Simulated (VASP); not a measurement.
# BN (Cm) in VASP: single point with r2SCAN

Aim: the single point of BN with r2SCAN.

Program: VASP 6.6.1. These are calculated values, not measurements. Logs are shortened: lines on timing, memory, paths and dates and some standing lists are left out, and cuts for length are marked.

**1. The cell of the first run**

It takes space group Cm (No. 8, monoclinic). The conventional cell has a = 4.406 Å, b = 2.544 Å, c = 4.208 Å, α = 90.00°, β = 90.00°, γ = 90.00°. Within 1.9 Å of B (site symmetry m) lie 4 N at 1.43 to 1.77 Å. B (site symmetry m) has 4 N at 1.30 to 1.68 Å within 1.7 Å. N (site symmetry m) has 4 B at 1.30 to 1.68 Å within 1.7 Å. N (site symmetry m) has 4 B at 1.43 to 1.77 Å within 1.9 Å.

**2. Single point, r2SCAN**

The input, POSCAR:

```
BN
1.0
    2.5439665232      0.0000000000      0.0000000000
   -1.2719832616      2.2031396355      0.0000000000
    0.0000000000      0.0000000000      4.2077449317
B N
2 2
Direct
    0.6666666667      0.3333333333      0.9997995909
    0.3333333333      0.6666666667      0.4997995909
    0.6106008163      0.2212016325      0.6041082986
    0.2772674829      0.5545349658      0.1041082986
```

The input, INCAR.step1:

```
SYSTEM = BN
PREC = Accurate ; ENCUT = 520
ISMEAR = 0 ; SIGMA = 0.05
LREAL = .False. ; LASPH = .True.
NELM = 100 ; NBANDS = 16
GGA = PE ; ALGO = Normal
EDIFF = 1E-4 ; LWAVE = .True.
LCHARG = .False.
```

The input, INCAR.step2:

```
SYSTEM = BN
PREC = Accurate ; ENCUT = 520
EDIFF = 1E-6 ; ISMEAR = 0
SIGMA = 0.05 ; LREAL = .False.
LASPH = .True. ; NELM = 100
ALGO = Normal ; ISIF = 2
LWAVE = .False. ; LCHARG = .False.
METAGGA = R2SCAN ; LMIXTAU = .True.
NBANDS = 16 ; ISTART = 1
```

The input, KPOINTS:

```
Automatic mesh
0
Gamma
  12 12 6
  0 0 0
```

Potentials or basis: VASP PAW PBE potentials, release 64 (B, N).

Command:

```console
$ cat potpaw_PBE.64/B/POTCAR potpaw_PBE.64/N/POTCAR > POTCAR
$ cp INCAR.step1 INCAR
$ mpirun -np 1 vasp_std > vasp.out
$ cp INCAR.step2 INCAR
$ mpirun -np 1 vasp_std > vasp.out
```

OUTCAR:

```text
SYSTEM = BN
   PREC = Accurate
   ENCUT = 520
   EDIFF = 1E-6
   ISMEAR = 0
   LREAL = .False.
   LASPH = .True.
   NELM = 100
   ISIF = 2
   METAGGA = R2SCAN
   ISTART = 1

 ion  position               nearest neighbor table
   1  0.667  0.333  1.000-   4 1.43   4 1.43   3 1.68   4 1.77
   2  0.333  0.667  0.500-   3 1.30   3 1.67   3 1.67   4 1.68
   3  0.611  0.221  0.604-   2 1.30   2 1.67   2 1.67   1 1.68
   4  0.277  0.555  0.104-   1 1.43   1 1.43   2 1.68   1 1.77

  LATTYP: Found a hexagonal cell.
 ALAT       =     2.5439665232
 C/A-ratio  =     1.6540095529

  Lattice vectors:

 A1 = (   2.5439665232,   0.0000000000,   0.0000000000)
 A2 = (  -1.2719832616,   2.2031396355,   0.0000000000)
 A3 = (   0.0000000000,   0.0000000000,   4.2077449317)

Analysis of symmetry for initial positions (statically):
=====================================================================
 Subroutine PRICEL returns:
 Original cell was already a primitive cell.

 Routine SETGRP: Setting up the symmetry group for a
 hexagonal supercell.

 Subroutine GETGRP returns: Found  2 space group operations
 (whereof  2 operations were pure point group operations)
 out of a pool of 24 trial point group operations.

The static configuration has the point symmetry C_1h.

Analysis of symmetry for dynamics (positions and initial velocities):
=====================================================================
 Subroutine PRICEL returns:
 Original cell was already a primitive cell.

 Routine SETGRP: Setting up the symmetry group for a
 hexagonal supercell.

 Subroutine GETGRP returns: Found  2 space group operations
 (whereof  2 operations were pure point group operations)
 out of a pool of 24 trial point group operations.

The dynamic configuration has the point symmetry C_1h.

 Subroutine INISYM returns: Found  2 space group operations
 (whereof  2 operations are pure point group operations),
 and found     1 'primitive' translations

----------------------------------------------------------------------------------------

                                     Primitive cell

  volume of cell :      23.5832

  direct lattice vectors                    reciprocal lattice vectors
     2.543966523  0.000000000  0.000000000     0.393086934  0.226948847  0.000000000
    -1.271983262  2.203139635  0.000000000     0.000000000  0.453897694  0.000000000
     0.000000000  0.000000000  4.207744932     0.000000000  0.000000000  0.237656991

  length of vectors
     2.543966523  2.543966523  4.207744932     0.453897694  0.453897694  0.237656991

  position of ions in fractional coordinates (direct lattice)
     0.666666667  0.333333333  0.999799591
     0.333333333  0.666666667  0.499799591
     0.610600816  0.221201632  0.604108299
     0.277267483  0.554534966  0.104108299

  ion indices of the primitive-cell ions
   primitive index   ion index
                 1           1
                 2           2
                 3           3
                 4           4

----------------------------------------------------------------------------------------

 KPOINTS: Automatic mesh

Automatic generation of k-mesh.
 Grid dimensions read from file:
 generate k-points for:   12   12    6

 Generating k-lattice:

  Cartesian coordinates                     Fractional coordinates (reciprocal lattice)
     0.032757244  0.018912404  0.000000000     0.083333333  0.000000000  0.000000000
     0.000000000  0.037824808  0.000000000     0.000000000  0.083333333  0.000000000
     0.000000000  0.000000000  0.039609499     0.000000000  0.000000000  0.166666667

  Length of vectors
     0.037824808  0.037824808  0.039609499

  Shift w.r.t. Gamma in fractional coordinates (k-lattice)
     0.000000000  0.000000000  0.000000000

 Subroutine IBZKPT returns following result:
 ===========================================

 Found    242 irreducible k-points:

 Following reciprocal coordinates:
            Coordinates               Weight
  0.000000  0.000000  0.000000      1.000000
  0.083333  0.000000  0.000000      4.000000
  0.000000  0.083333  0.000000      2.000000
  0.166667  0.000000  0.000000      4.000000
  0.000000  0.166667  0.000000      2.000000
  0.250000  0.000000  0.000000      4.000000
[... 16 lines left out ...]
 -0.083333  0.416667  0.000000      4.000000
 -0.416667  0.333333  0.000000      4.000000
 [... further k-points ...]
   k-points           NKPTS =    242   k-points in BZ     NKDIM =    242   number of bands    NBANDS=     16
   number of dos      NEDOS =    301   number of ions     NIONS =      4
   total plane-waves  NPLWV =  12800
   dimension x,y,z NGX =    20 NGY =   20 NGZ =   32
   dimension x,y,z NGXF=    40 NGYF=   40 NGZF=   64
   ions per type =               2   2
   NGX,Y,Z   is equivalent  to a cutoff of  13.07, 13.07, 12.64 a.u.
   NGXF,Y,Z  is equivalent  to a cutoff of  26.14, 26.14, 25.29 a.u.
 SYSTEM =  BN
   PREC   = accura    normal or accurate (medium, high low for compatibility)
   ISTART =      1    job   : 0-new  1-cont  2-samecut
   ICHARG =      0    charge: 1-file 2-atom 10-const
   ISPIN  =      1    spin polarized calculation?
   LNONCOLLINEAR =      F non collinear calculations
   LSORBIT =      F    spin-orbit coupling
   LASPH  =      T    aspherical Exc in radial PAW
   ENCUT  =  520.0 eV  38.22 Ry    6.18 a.u.   4.73  4.73  7.82*2*pi/ulx,y,z
   NELM   =    100;   NELMIN=  2; NELMDL=  0     # of ELM steps
   EDIFF  = 0.1E-05   stopping-criterion for ELM
   LREAL  =      F    real-space projection
   EDIFFG = 0.1E-04   stopping-criterion for IOM
   NSW    =      0    number of steps for IOM
   IBRION =     -1    ionic relax: 0-MD 1-quasi-New 2-CG
   NFREE  =      0    steps in history (QN), initial steepest desc. (CG)
   ISIF   =      2    stress and relaxation
   ISYM   =      2    0-nonsym 1-usesym 2-fastsym
   POTIM  = 0.5000    time-step for ionic-motion
   TEBEG  =    0.0;   TEEND  =   0.0 temperature during run
   PSTRESS=    0.0 pullay stress
   NELECT =      16.0000    total number of electrons
   NUPDOWN=      -1.0000    fix difference up-down
   EMIN   =  10.00;   EMAX   =-10.00  energy-range for DOS
   EFERMI =   0.00;   METHOD = LEGACY
   ISMEAR =     0;   SIGMA  =   0.05  broadening in eV -4-tet -1-fermi 0-gaus
   EFERMI_NEDOS =   21; number of points for ismear=-14 and -15
   IALGO  =     38    algorithm
   IMIX   =      4    mixing-type and parameters
     AMIX     =   0.40;   BMIX     =  1.00
     AMIX_MAG =   1.60;   BMIX_MAG =  1.00
  volume/ion in A,a.u.               =       5.90        39.79
  Fermi-wavevector in a.u.,A,eV,Ry     =   1.438513  2.718396 28.154815  2.069321
  Thomas-Fermi vector in A             =   2.557472
   LORBIT       =      0    0 simple, 1 ext, 2 COOP (PROOUT), +10 PAW based schemes
   METAGGA = R2SCAN    functional components
   LHFCALC =     F    Hartree Fock is set to
   AEXX    =    0.0000 exact exchange contribution
   IVDW    =     0    specifies the selected vdW correction
   LEPSILON=     F    determine dielectric tensor
   LRPA    =     F    only Hartree local field effects (RPA)
 non-spin polarized calculation
 Gauss-broadening in eV      SIGMA  =   0.05
  energy-cutoff  :      520.00
  volume of cell :       23.58
 maximum number of plane-waves:       652
   NGX =  9   NGY =  9   NGZ = 15

 number of electron      16.0000001 magnetization

 Free energy of the ion-electron system (eV)
  ---------------------------------------------------
  ext. energy  EPLUGINS =         0.00000000
  ---------------------------------------------------
  free energy    TOTEN  =       -36.30554516 eV

  energy without entropy =      -36.30554516  energy(sigma->0) =      -36.30554516

 E-fermi :   8.7382     XC(G=0): -13.6219

 val. band max:        8.4999423250   @ k =   0.0000   0.0000   0.0000
 cond. band min:      13.2902380648   @ k =   0.0000   0.5000   0.5000
 fundamental gap:      4.7902957398
 Fermi energy:         8.7381979123

 k-point     1 :       0.0000    0.0000    0.0000
  band No.  band energies     occupation
      1     -14.1493      2.00000
      2     -10.0121      2.00000
      3      -3.6789      2.00000
      4       3.5204      2.00000
      5       3.6485      2.00000
      6       7.4801      2.00000
[... 8 lines left out ...]
     15      23.2995      0.00000
     16      24.1928      0.00000

 k-point     2 :       0.0833    0.0000    0.0000
  band No.  band energies     occupation
      1     -13.9969      2.00000
      2      -9.9024      2.00000
      3      -3.5187      2.00000
      4       3.0395      2.00000
      5       3.4019      2.00000
      6       7.1353      2.00000
[... 8 lines left out ...]
     15      23.5037      0.00000
     16      24.0047      0.00000

 k-point     3 :       0.0000    0.0833    0.0000
  band No.  band energies     occupation
      1     -13.9959      2.00000
      2      -9.9006      2.00000
      3      -3.5185      2.00000
      4       3.1654      2.00000
      5       3.3398      2.00000
      6       6.8810      2.00000
[... 8 lines left out ...]
     15      23.2041      0.00000
     16      23.9592      0.00000

 k-point     4 :       0.1667    0.0000    0.0000
  band No.  band energies     occupation
      1     -13.5454      2.00000
      2      -9.5902      2.00000
      3      -3.0447      2.00000
      4       1.7729      2.00000
      5       2.7091      2.00000
      6       5.9661      2.00000
[... 8 lines left out ...]
     15      23.2822      0.00000
     16      24.6845      0.00000
[... 324 lines left out ...]
 k-point    22 :       0.3333    0.0833    0.0000
  band No.  band energies     occupation
      1     -11.2259      2.00000
      2      -8.5628      2.00000
      3      -2.1320      2.00000
      4      -0.6523      2.00000
      5      -0.0091      2.00000
      6       2.5458      2.00000
[... 8 lines left out ...]
     15      24.5586      0.00000
     16      25.7617      0.00000

 k-point    23 :      -0.0833    0.4167    0.0000
  band No.  band energies     occupation
      1     -11.2055      2.00000
      2      -8.5553      2.00000
      3      -1.9329      2.00000
      4      -0.6486      2.00000
      5       0.4365      2.00000
      6       1.3976      2.00000
[... 8 lines left out ...]
     15      24.8748      0.00000
     16      25.8790      0.00000

 k-point    24 :      -0.4167    0.3333    0.0000
  band No.  band energies     occupation
      1     -11.2329      2.00000
      2      -8.5707      2.00000
      3      -2.1431      2.00000
      4      -0.6292      2.00000
      5      -0.0146      2.00000
      6       2.6119      2.00000
[... 8 lines left out ...]
     15      25.3324      0.00000
     16      26.1600      0.00000

 [... further k-points ...]

------------------------ aborting loop because EDIFF is reached ----------------------------------------

  FORCE on cell =-STRESS in cart. coord.  units (eV):
  Direction    XX          YY          ZZ          XY          YZ          ZX
  --------------------------------------------------------------------------------------
  -------------------------------------------------------------------------------------
  Total        2.4105534      7.0719812      2.2392796      0.0000000      1.7634553      0.0000000
  in kB      163.7662932    480.4507285    152.1304287      0.0000000    119.8042497      0.0000000
  external PRESSURE =     265.4491502 kB  Pullay stress =       0.0000000 kB

 VOLUME and BASIS-vectors are now :
 -----------------------------------------------------------------------------
  energy-cutoff  :      520.00
  volume of cell :       23.58
      direct lattice vectors                 reciprocal lattice vectors
     2.543966523  0.000000000  0.000000000     0.393086934  0.226948847  0.000000000
    -1.271983262  2.203139635  0.000000000     0.000000000  0.453897694  0.000000000
     0.000000000  0.000000000  4.207744932     0.000000000  0.000000000  0.237656991

 POSITION                                       TOTAL-FORCE (eV/Angst)
 -----------------------------------------------------------------------------------
      1.27198      0.73438      4.20690        -0.000000     -4.554953     -2.615549
     -0.00000      1.46876      2.10303         0.000000    -10.086694     -3.641595
      1.27198      0.48734      2.54193        -0.000000     10.219943      3.635032
      0.00000      1.22172      0.43806         0.000000      4.421704      2.622112
 -----------------------------------------------------------------------------------
    total drift:                                0.000001     -0.000045     -0.000151

  FREE ENERGIE OF THE ION-ELECTRON SYSTEM (eV)
  ---------------------------------------------------
  free  energy   TOTEN  =       -36.3055451556 eV

  energy  without entropy=      -36.3055451556  energy(sigma->0) =      -36.30554516
```

Run time: 1.9 min. Hardware: 1 thread of Intel Xeon 6975P-C (Granite Rapids), shared host; peak memory 0.19 GiB.

Results:

| Quantity | Value |
| --- | --- |
| Free energy | -36.3055 eV |
| Pressure | 26.5 GPa |
| Largest force | 10.847 eV/Å |
| Band gap on the k mesh | 4.79 eV (least direct gap 6.82 eV) |

Forces on the atoms (eV/Å):
```
B     0.000  -4.555  -2.616
B     0.000 -10.087  -3.642
N     0.000  10.220   3.635
N     0.000   4.422   2.622
```

Stress tensor (GPa, compression positive):
```
16.38  0.00  0.00
 0.00 48.05 11.98
 0.00 11.98 15.21
```

Levels at points of the mesh, in eV from the valence-band top:
```csv
k point,band 6,band 7,band 8,band 9,band 10,band 11
"(0.00, 0.00, 0.00)",-1.02,-0.54,0.00,6.82,7.12,7.56
"(0.50, 0.00, 0.00)",-6.08,-5.30,-3.04,4.80,6.05,9.82
"(0.00, 0.50, 0.00)",-7.19,-5.08,-3.81,6.18,7.65,11.05
"(0.00, 0.00, 0.50)",-4.07,-0.76,-0.59,6.81,7.09,7.91
"(0.50, 0.00, 0.50)",-5.49,-3.50,-3.39,4.82,5.40,7.59
"(0.00, 0.50, 0.50)",-4.59,-4.28,-4.13,4.79,6.55,8.32
```

Caveat: the cell differs from its parent crystal (all N atoms moved +0.263 Å, as atom 3 towards its neighbour atom 2 (B) at 1.561 Å); the cell stands under pressure; the PAW data sets were made with another functional, which shifts forces and pressure a little. A k mesh can miss the band edges.
